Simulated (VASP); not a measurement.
A run of VASP 6.6.1 is set up as follows.

INCAR

```
PREC = Accurate ; ENCUT = 520
EDIFF = 1E-7 ; ISMEAR = 0
SIGMA = 0.03 ; LREAL = False
LASPH = True ; NELM = 60
ALGO = Normal ; ISIF = 2
LWAVE = False ; LCHARG = True
GGA = PS ; LELF = True
LVHAR = True ; NBANDS = 26
```

Contents of KPOINTS:

```
Automatic mesh
0
Gamma
  12 12 6
```

The input POSCAR:

```
SiGe
1.0
    3.8654920470      0.0000000000      0.0000000000
   -1.9327460235      3.3476143109      0.0000000000
    0.0000000000      0.0000000000      6.3853843130
Si Ge
2 2
Direct
    0.6666666667      0.3333333333      0.8745463082
    0.3333333333      0.6666666667      0.3745463082
    0.6666666667      0.3333333333      0.4771721773
    0.3333333333      0.6666666667     -0.0228278227
```

Potentials or basis: VASP PAW PBE potentials, release 64 (Si, Ge_d).

The run is started by

```sh
$ cat potpaw_PBE.64/Si/POTCAR potpaw_PBE.64/Ge_d/POTCAR > POTCAR
$ mpirun -np 1 vasp_std > vasp.out
```

Problem. Predict the largest force.

Solution. 1.455 eV/Å.

Problem. Estimate the band gap on the k mesh.

Solution. Zero (bands 18 and 19 overlap by 0.22 eV).

Stress tensor (GPa, compression positive):
```
 5.85  0.00  0.00
 0.00  5.85  0.00
 0.00  0.00 -2.47
```

Caveat: the cell differs from its parent crystal (atoms shifted along a free coordinate); the cell stands under pressure; semilocal functionals underestimate gaps, so a narrow gap can read as zero; the PAW data sets were made with another functional, which shifts forces and pressure a little.
